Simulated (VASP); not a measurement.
**CuO: relaxation of shape and atoms at fixed volume with PBEsol**

Crystal: CuO.

```
CELL_PARAMETERS angstrom
2.86478 -0.01531 -0.00393
0.02357 2.86469 -0.00391
0.01024 0.01013 5.04095
ATOMIC_POSITIONS crystal
Cu 0.50000 0.00000 0.50000
Cu 0.00000 0.50000 0.00000
O 0.00026 0.99974 0.25000
O 0.99974 0.00026 0.75000
```

```json
{"Program": "VASP 6.6.1", "Task": "relaxation of shape and atoms at fixed volume", "Functional": "PBEsol", "Potentials or basis": "VASP PAW PBE potentials, release 64 (Cu, O)", "Cutoff": "600 eV", "k mesh": "14 × 14 × 8", "Occupations": "gaussian, width 0.1 eV", "Spin": "no spin polarisation", "Dipole correction": "no", "Further INCAR settings": "ALGO = Normal; EDIFF = 1e-07; IBRION = 2; EDIFFG = -0.01; NSW = 50; ISIF = 4"}
```

```
Energy gained by relaxing : 1.0 meV/atom
Ionic steps               : 4
Pressure after relaxing   : 5.5 GPa
Band gap on the k mesh    : zero (bands 17 and 18 overlap by 1.19 eV)
```

Step by step:
```
step  energy change (eV)  largest force (eV/Å)  pressure (GPa)  volume (Å³)
   1              0.0000                0.0007            6.42        41.37
   2             -0.0030                0.0001            5.99        41.37
   3             -0.0039                0.0006            5.36        41.37
   4             -0.0040                0.0004            5.51        41.37
```

Final structure:
```
CELL_PARAMETERS angstrom
2.84834 -0.01535 -0.00396
0.02330 2.84826 -0.00393
0.01022 0.01011 5.09930
ATOMIC_POSITIONS crystal
Cu 0.50000 0.00000 0.50000
Cu 0.00000 0.50000 0.00000
O 0.00027 0.99972 0.25000
O 0.99973 0.00028 0.75000
```

Levels at points of the mesh, in eV from the Fermi level:
```tsv
k point	band 13	band 14	band 15	band 16	band 17	band 18	band 19	band 20	band 21
(0.00, 0.00, 0.00)	-2.62	-2.57	-2.48	-2.14	0.69	0.69	1.54	6.08	7.49
(0.50, 0.00, 0.00)	-2.42	-2.07	-1.70	-1.62	0.22	0.45	3.35	6.09	6.70
(0.50, 0.50, 0.00)	-2.51	-2.51	-1.68	-1.26	-1.26	1.22	1.84	7.09	10.08
(0.00, 0.00, 0.50)	-2.52	-2.52	-1.66	-1.66	0.06	0.06	3.61	3.61	11.71
(0.50, 0.00, 0.50)	-2.58	-2.56	-2.17	-1.95	-0.11	0.70	4.12	6.05	8.32
(0.50, 0.50, 0.50)	-2.13	-2.13	-1.50	-1.50	-0.50	-0.50	3.79	3.79	11.16
```

Wall time 98 s on 4 MPI ranks on Intel(R) Xeon(R) 6975P-C (Granite Rapids), with other jobs on the host, peak memory 0.48 GiB a rank.

Caveat: the PAW data sets were made with another functional, which shifts forces and pressure a little; semilocal functionals often make such compounds metallic where correlation or magnetic order opens a gap, which also shifts bond lengths. With open d or f shells a metallic result of PBEsol can be an artefact of self-interaction; +U or a hybrid may open a gap.
